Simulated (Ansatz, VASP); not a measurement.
Two plane-wave programs on MgS

```
Mg S
1.0
     0.00000    2.49758    2.70572
     2.49758    0.00000    2.70572
     2.49758    2.49758    0.00000
Mg S
1 1
Cartesian
  0.0000 0.0000 0.0000
  2.4976 2.4976 2.7057
```

Change from the starting cell: strain -0.040 along x and y, +0.040 along z, atoms carried along.

Alike in both runs: task single point; functional r2SCAN; k mesh 8 × 8 × 8; occupations gaussian, width 0.05 eV; no spin polarisation.

```csv
,VASP,Ansatz
version,VASP 6.6.1,Ansatz 0.2.0
potentials or method,"VASP PAW PBE potentials, release 64 (Mg, S), cutoff 520 eV","scalar-relativistic, plane waves, PAW"
valence electrons in the cell,8,16
```

VASP gave:

| Property | Result |
| --- | --- |
| gap on the k mesh at the Fermi level (eV) | 3.25 |
| least direct gap on the mesh (eV) | 4.79 |
| pressure (GPa) | 4.3 |
| traceless stress, the component that is largest in VASP (GPa) | -6.47 |

Problem. What did Ansatz give for the same quantities?

Solution. gap on the k mesh at the Fermi level (eV): 3.27; least direct gap on the mesh (eV): 4.81; pressure (GPa): 4.8; traceless stress, the component that is largest in VASP (GPa): -6.56.

VASP's potentials were made for PBE, not for r2SCAN. VASP's potentials hold 8 valence electrons a cell and Ansatz's 16, so a difference there can come from the potentials and not from the codes.
